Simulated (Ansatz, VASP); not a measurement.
# One calculation of Si2SnB3, two programs

INCAR

```
PREC = Accurate
ENCUT = 520
EDIFF = 1E-7
ISMEAR = 0
SIGMA = 0.2
LREAL = F
LASPH = T
NELM = 80
ALGO = Normal
ISIF = 2
LWAVE = F
LCHARG = F
GGA = PE
NBANDS = 43
```

Contents of KPOINTS:

```
regular mesh
0
Gamma
  8 4 2
```

The input POSCAR:

```
Si2SnB3
1.0
    0.0000000000      0.0000000000     -2.9486651106
   -3.3129012462     -3.9185722496      0.0000000000
   -6.6258024924      7.8371444992      0.0000000000
Si Sn B
4 2 6
Direct
    0.5000000000      0.5000000000      0.5000000000
    0.5000000000      0.5000000000      1.0000000000
    0.5000000000      0.0000000000      0.7500000000
    0.5000000000      0.0000000000      0.2500000000
    0.0000000000      0.5000000000      0.7500000000
    0.0000000000      0.5000000000      0.2500000000
    0.0000000000      0.1126893486      0.9436553257
    0.0000000000      0.1126893486      0.4436553257
    0.0000000000      0.8873106514      0.5563446743
    0.0000000000      0.8873106514      0.0563446743
    0.5000000000      0.0000000000      0.5000000000
    0.5000000000      1.0000000000      1.0000000000
```

Input for Ansatz:

```yaml
crystal:
  lattice:
    - [0.0, 0.0, -2.9486651106]
    - [-3.3129012462, -3.9185722496, 0.0]
    - [-6.6258024924, 7.8371444992, 0.0]
  atoms:
    - { symbol: Si, position: [0.5, 0.5, 0.5] }
    - { symbol: Si, position: [0.5, 0.5, 1.0] }
    - { symbol: Si, position: [0.5, 0.0, 0.75] }
    - { symbol: Si, position: [0.5, 0.0, 0.25] }
    - { symbol: Sn, position: [0.0, 0.5, 0.75] }
    - { symbol: Sn, position: [0.0, 0.5, 0.25] }
    - { symbol: B, position: [0.0, 0.1126893486, 0.9436553257] }
    - { symbol: B, position: [0.0, 0.1126893486, 0.4436553257] }
    - { symbol: B, position: [0.0, 0.8873106514, 0.5563446743] }
    - { symbol: B, position: [0.0, 0.8873106514, 0.0563446743] }
    - { symbol: B, position: [0.5, 0.0, 0.5] }
    - { symbol: B, position: [0.5, 1.0, 1.0] }
basis:
  ecutwfc: 420
kpoints:
  mp_grid: { grid: [8, 4, 2] }
hamiltonian:
  xc: pbe
scf:
  occupations: { method: gaussian, width: 0.2 }
  lower_state_search: "off"
output:
  forces: true
  stress: true
  eigenvalues: true
```

Alike in both runs: task single point; functional PBE; k mesh 8 × 4 × 2; occupations gaussian, width 0.2 eV; no spin polarisation.

|  | VASP | Ansatz |
| --- | --- | --- |
| version | VASP 6.6.1 | Ansatz 0.2.0 |
| potentials or method | VASP PAW PBE potentials, release 64 (Si, Sn_d, B), cutoff 520 eV | scalar-relativistic, plane waves, PAW |
| valence electrons in the cell | 62 | 62 |

VASP gave:

| Item | Value |
| --- | --- |
| gap on the k mesh at the Fermi level (eV) | none |
| pressure (GPa) | 0.1 |
| traceless stress, the component that is largest in VASP (GPa) | -0.52 |
| rms of the force components (eV/Å) | 0.013 |

**Question.** What did Ansatz give for the same quantities?

**Answer.** gap on the k mesh at the Fermi level (eV): none; pressure (GPa): 0.2; traceless stress, the component that is largest in VASP (GPa): -0.50; rms of the force components (eV/Å): 0.015.

Atom by atom the forces differ by 0.002 eV/Å (rms over components). A gap of «none» marks a metal or a gap that the smearing closes. With one functional, cell and mesh, what is left measures potentials, basis and numerics.
